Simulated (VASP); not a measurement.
# ZnS (Cm) in VASP: single point with r2SCAN

Aim: the single point of ZnS with r2SCAN.

Program: VASP 6.6.1. These are calculated values, not measurements. Logs are shortened: lines on timing, memory, paths and dates and some standing lists are left out, and cuts for length are marked.

## 1. The cell of the first run

The structure is monoclinic, space group Cm (No. 8). Conventional cell: a = 6.601 Å, b = 3.811 Å, c = 12.897 Å, α = 90.00°, β = 104.83°, γ = 90.00°. Within 3.1 Å of Zn (site symmetry m) lie 4 S at 2.31 to 2.40 Å. Within 3.1 Å of Zn (site symmetry m) lie 4 S at 2.31 to 2.40 Å. Zn (site symmetry m) has 5 S at 2.31 to 3.06 Å within 3.1 Å. Within 3.1 Å of Zn (site symmetry m) lie 4 S at 2.31 to 2.40 Å. S (site symmetry m) has 4 Zn at 2.31 to 2.40 Å within 3.1 Å. Within 3.1 Å of S (site symmetry m) lie 4 Zn at 2.31 to 2.40 Å. S (site symmetry m) has 5 Zn at 2.31 to 3.06 Å within 3.1 Å. Within 3.1 Å of S (site symmetry m) lie 4 Zn at 2.31 to 2.40 Å.

## 2. Single point, r2SCAN (the part above a cut slid along it)

POSCAR

```
ZnS
1.0
   -3.8109987816      0.0000000000      0.0000000000
   -1.9054993908     -3.3004217586      0.0000000000
   -1.9054993908      0.0000000000     12.4680000000
Zn S
4 4
Direct
    0.0064583333      0.3333333333      0.6537500000
    0.2564583333      0.3333333333      0.1537500000
    0.2147916667      0.6666666667      0.9037500000
    0.4647916667      0.6666666667      0.4037500000
   -0.0897916667      0.3333333333      0.8462500000
    0.1602083333      0.3333333333      0.3462500000
    0.6185416667      0.6666666667      0.0962500000
    0.3685416667      0.6666666667      0.5962500000
```

INCAR.step1

```
PREC     = Accurate       # precision mode
ENCUT    = 520            # plane-wave cutoff, eV
ISMEAR   = 0              # smearing method
SIGMA    = 0.05           # smearing width, eV
LREAL    = False          # projectors in reciprocal space
LASPH    = True           # aspherical terms in the spheres
NELM     = 100            # most SCF steps
ISYM     = 0            
NBANDS   = 46             # bands
GGA      = PE             # functional
ALGO     = Normal         # electronic algorithm
EDIFF    = 1E-4           # SCF threshold, eV
LWAVE    = True           # write WAVECAR
LCHARG   = False          # write CHGCAR
```

INCAR.step2

```
PREC     = Accurate       # precision mode
ENCUT    = 520            # plane-wave cutoff, eV
EDIFF    = 1E-7           # SCF threshold, eV
ISMEAR   = 0              # smearing method
SIGMA    = 0.05           # smearing width, eV
LREAL    = False          # projectors in reciprocal space
LASPH    = True           # aspherical terms in the spheres
NELM     = 100            # most SCF steps
ALGO     = Normal         # electronic algorithm
ISIF     = 2              # what is computed and relaxed
LWAVE    = False          # write WAVECAR
LCHARG   = False          # write CHGCAR
METAGGA  = R2SCAN         # meta-GGA
LMIXTAU  = True         
ISYM     = 0            
NBANDS   = 46             # bands
ISTART   = 1
```

KPOINTS

```
Automatic mesh
0
Gamma
  7 7 2
```

Potentials or basis: VASP PAW PBE potentials, release 64 (Zn, S).

Started as:

```console
$ cat potpaw_PBE.64/Zn/POTCAR potpaw_PBE.64/S/POTCAR > POTCAR
$ cp INCAR.step1 INCAR
$ mpirun -np 1 vasp_std > vasp.out
$ cp INCAR.step2 INCAR
$ mpirun -np 1 vasp_std > vasp.out
```

OUTCAR:

```text
PREC = Accurate
   ENCUT = 520
   EDIFF = 1E-7
   ISMEAR = 0
   LREAL = False
   LASPH = True
   NELM = 100
   ISIF = 2
   METAGGA = R2SCAN
   ISYM = 0
   ISTART = 1

 ion  position               nearest neighbor table
   1  0.006  0.333  0.654-   8 2.31   8 2.31   8 2.31   5 2.40
   2  0.256  0.333  0.154-   7 2.31   7 2.31   7 2.31   6 2.40
   3  0.215  0.667  0.904-   5 2.31   5 2.31   5 2.31
   4  0.465  0.667  0.404-   6 2.31   6 2.31   6 2.31   8 2.40
   5  0.910  0.333  0.846-   3 2.31   3 2.31   3 2.31   1 2.40
   6  0.160  0.333  0.346-   4 2.31   4 2.31   4 2.31   2 2.40
   7  0.619  0.667  0.096-   2 2.31   2 2.31   2 2.31
   8  0.369  0.667  0.596-   1 2.31   1 2.31   1 2.31   4 2.40

IMPORTANT INFORMATION: All symmetrisations will be switched off!
NOSYMM: (Re-)initialisation of all symmetry stuff for point group C_1.

----------------------------------------------------------------------------------------

                                     Primitive cell

  volume of cell :     156.8213

  direct lattice vectors                    reciprocal lattice vectors
    -3.810998782  0.000000000  0.000000000    -0.262398405  0.151495789 -0.040102663
    -1.905499391 -3.300421759  0.000000000     0.000000000 -0.302991579  0.000000000
    -1.905499391  0.000000000 12.468000000     0.000000000  0.000000000  0.080205326

  length of vectors
     3.810998782  3.810998782 12.612769400     0.305633965  0.302991579  0.080205326

  position of ions in fractional coordinates (direct lattice)
     0.006458333  0.333333333  0.653750000
     0.256458333  0.333333333  0.153750000
     0.214791667  0.666666667  0.903750000
     0.464791667  0.666666667  0.403750000
     0.910208333  0.333333333  0.846250000
     0.160208333  0.333333333  0.346250000
     0.618541667  0.666666667  0.096250000
     0.368541667  0.666666667  0.596250000

  ion indices of the primitive-cell ions
   primitive index   ion index
                 1           1
                 2           2
                 3           3
                 4           4
                 5           5
                 6           6
                 7           7
                 8           8

----------------------------------------------------------------------------------------

[... 92 lines left out ...]
   LREAL  =      F    real-space projection
   EDIFFG = 0.1E-05   stopping-criterion for IOM
   NSW    =      0    number of steps for IOM
   IBRION =     -1    ionic relax: 0-MD 1-quasi-New 2-CG
   NFREE  =      0    steps in history (QN), initial steepest desc. (CG)
   ISIF   =      2    stress and relaxation
   ISYM   =      0    0-nonsym 1-usesym 2-fastsym
   POTIM  = 0.5000    time-step for ionic-motion
   TEBEG  =    0.0;   TEEND  =   0.0 temperature during run
   PSTRESS=    0.0 pullay stress
   NELECT =      72.0000    total number of electrons
   NUPDOWN=      -1.0000    fix difference up-down
   EMIN   =  10.00;   EMAX   =-10.00  energy-range for DOS
   EFERMI =   0.00;   METHOD = LEGACY
   ISMEAR =     0;   SIGMA  =   0.05  broadening in eV -4-tet -1-fermi 0-gaus
   EFERMI_NEDOS =   21; number of points for ismear=-14 and -15
   IALGO  =     38    algorithm
   IMIX   =      4    mixing-type and parameters
     AMIX     =   0.40;   BMIX     =  1.00
     AMIX_MAG =   1.60;   BMIX_MAG =  1.00
  volume/ion in A,a.u.               =      19.60       132.29
  Fermi-wavevector in a.u.,A,eV,Ry     =   1.262944  2.386617 21.701656  1.595027
  Thomas-Fermi vector in A             =   2.396326
   LORBIT       =      0    0 simple, 1 ext, 2 COOP (PROOUT), +10 PAW based schemes
   METAGGA = R2SCAN    functional components
   LHFCALC =     F    Hartree Fock is set to
   AEXX    =    0.0000 exact exchange contribution
   IVDW    =     0    specifies the selected vdW correction
   LEPSILON=     F    determine dielectric tensor
   LRPA    =     F    only Hartree local field effects (RPA)
 non-spin polarized calculation
 Gauss-broadening in eV      SIGMA  =   0.05
  energy-cutoff  :      520.00
  volume of cell :      156.82
 maximum number of plane-waves:      4262
   NGX = 15   NGY = 15   NGZ = 47

 number of electron      72.0000020 magnetization

 Free energy of the ion-electron system (eV)
  ---------------------------------------------------
  ext. energy  EPLUGINS =         0.00000000
  ---------------------------------------------------
  free energy    TOTEN  =       -74.64234130 eV

  energy without entropy =      -74.64234130  energy(sigma->0) =      -74.64234130

 E-fermi :   2.3991     XC(G=0): -10.3292

 val. band max:        2.1511226248   @ k =   0.0000   0.0000   0.0000
 cond. band min:       4.2227417770   @ k =   0.0000   0.0000   0.0000
 fundamental gap:      2.0716191522
 Fermi energy:         2.3991047361

 k-point     1 :       0.0000    0.0000    0.0000
  band No.  band energies     occupation
      1     -11.9684      2.00000
      2     -11.4692      2.00000
      3     -11.1791      2.00000
      4     -10.6452      2.00000
      5      -5.1183      2.00000
      6      -5.1082      2.00000
[... 1165 lines left out ...]
     45       9.6847      0.00000
     46       9.8076      0.00000

 [... further k-points ...]

------------------------ aborting loop because EDIFF is reached ----------------------------------------

  FORCE on cell =-STRESS in cart. coord.  units (eV):
  Direction    XX          YY          ZZ          XY          YZ          ZX
  --------------------------------------------------------------------------------------
  -------------------------------------------------------------------------------------
  Total       -1.2597634      0.5289465      0.2338509     -0.0010502     -1.0214961      0.0041350
  in kB      -12.8704734      5.4040238      2.3891561     -0.0107292    -10.4361966      0.0422457
  external PRESSURE =      -1.6924312 kB  Pullay stress =       0.0000000 kB

 VOLUME and BASIS-vectors are now :
 -----------------------------------------------------------------------------
  energy-cutoff  :      520.00
  volume of cell :      156.82
      direct lattice vectors                 reciprocal lattice vectors
    -3.810998782  0.000000000  0.000000000    -0.262398405  0.151495789 -0.040102663
    -1.905499391 -3.300421759  0.000000000     0.000000000 -0.302991579  0.000000000
    -1.905499391  0.000000000 12.468000000     0.000000000  0.000000000  0.080205326

 POSITION                                       TOTAL-FORCE (eV/Angst)
 -----------------------------------------------------------------------------------
     -1.90550     -1.10014      8.15096        -0.003812      0.016618      0.136253
     -1.90550     -1.10014      1.91696        -0.003477      0.160994      0.406379
     -3.81100     -2.20028     11.26796        -0.005376     -0.072811      0.132490
     -3.81100     -2.20028      5.03396        -0.003329      0.027776      0.117491
     -5.71650     -1.10014     10.55104         0.003619      0.289491     -0.237119
     -1.90550     -1.10014      4.31704         0.003837     -0.027896     -0.101303
     -3.81100     -2.20028      1.20004         0.004315     -0.413216     -0.305269
     -3.81100     -2.20028      7.43404         0.004223      0.019044     -0.148921
 -----------------------------------------------------------------------------------
    total drift:                               -0.030128      0.002863     -0.027218

  FREE ENERGIE OF THE ION-ELECTRON SYSTEM (eV)
  ---------------------------------------------------
  free  energy   TOTEN  =       -74.6423413020 eV

  energy  without entropy=      -74.6423413020  energy(sigma->0) =      -74.64234130
```

OUTCAR.step1:

```text
PREC = Accurate
   ENCUT = 520
   ISMEAR = 0
   LREAL = False
   LASPH = True
[... 1404 lines left out ...]
     -5.71650     -1.10014     10.55104        -0.000432      0.259136     -0.213906
     -1.90550     -1.10014      4.31704        -0.000183     -0.027347     -0.114733
     -3.81100     -2.20028      1.20004        -0.000090     -0.384335     -0.396708
     -3.81100     -2.20028      7.43404        -0.000232      0.018989     -0.166714
 -----------------------------------------------------------------------------------
    total drift:                                0.002379     -0.000309     -0.004091

  FREE ENERGIE OF THE ION-ELECTRON SYSTEM (eV)
  ---------------------------------------------------
  free  energy   TOTEN  =       -26.6034094270 eV

  energy  without entropy=      -26.6034094270  energy(sigma->0) =      -26.60340943
```

OSZICAR.step1:

```text
N       E                     dE             d eps       ncg     rms          rms(c)
DAV:   1     0.596562068809E+03    0.59656E+03   -0.33049E+04  4600   0.190E+03
DAV:   2     0.533337491691E+02   -0.54323E+03   -0.52254E+03  4608   0.442E+02
DAV:   3    -0.246621906561E+02   -0.77996E+02   -0.76742E+02  5050   0.154E+02
DAV:   4    -0.284627844957E+02   -0.38006E+01   -0.37843E+01  5622   0.340E+01
DAV:   5    -0.285221559004E+02   -0.59371E-01   -0.59342E-01  5358   0.433E+00    0.141E+01
DAV:   6    -0.265842023491E+02    0.19380E+01   -0.37683E+00  7088   0.433E+01    0.108E+01
DAV:   7    -0.266739522559E+02   -0.89750E-01   -0.48089E+00  5212   0.964E+00    0.409E+00
DAV:   8    -0.266044951589E+02    0.69457E-01   -0.48519E-01  5844   0.707E+00    0.135E+00
DAV:   9    -0.266022745136E+02    0.22206E-02   -0.10526E-01  5806   0.511E+00    0.393E-01
DAV:  10    -0.266028524922E+02   -0.57798E-03   -0.18125E-02  5444   0.200E+00    0.231E-01
DAV:  11    -0.266032603713E+02   -0.40788E-03   -0.28331E-03  6188   0.585E-01    0.124E-01
DAV:  12    -0.266034171106E+02   -0.15674E-03   -0.11661E-03  5792   0.568E-01    0.463E-02
DAV:  13    -0.266034094270E+02    0.76836E-05   -0.22815E-04  3578   0.169E-01
   1 F= -.26603409E+02 E0= -.26603409E+02  d E =-.244021E-16
```

Run time: 31 min. Hardware: 1 thread of Intel Xeon 8259CL, shared host; peak memory 0.46 GiB.

Results:

```yaml
Free_energy: -74.6423 eV
Pressure: -0.2 GPa
Largest_force: 0.514 eV/Å
Band_gap_on_the_k_mesh: 2.07 eV
```

Forces on the atoms (eV/Å):
```
Zn  -0.004  0.017  0.136
Zn  -0.003  0.161  0.406
Zn  -0.005 -0.073  0.132
Zn  -0.003  0.028  0.117
S    0.004  0.289 -0.237
S    0.004 -0.028 -0.101
S    0.004 -0.413 -0.305
S    0.004  0.019 -0.149
```

Levels at points of the mesh, in eV from the valence-band top:
| k point | band 33 | band 34 | band 35 | band 36 | band 37 | band 38 | band 39 | band 40 |
| --- | --- | --- | --- | --- | --- | --- | --- | --- |
| (0.00, 0.00, 0.00) | -0.46 | -0.18 | -0.15 | 0.00 | 2.07 | 3.27 | 3.68 | 3.95 |
| (0.00, 0.00, 0.50) | -0.57 | -0.47 | -0.14 | -0.12 | 2.52 | 3.37 | 3.51 | 3.78 |

Caveat: the cell differs from its parent crystal (the part above a cut slid along it); the PAW data sets were made with another functional, which shifts forces and pressure a little. A k mesh can miss the band edges.
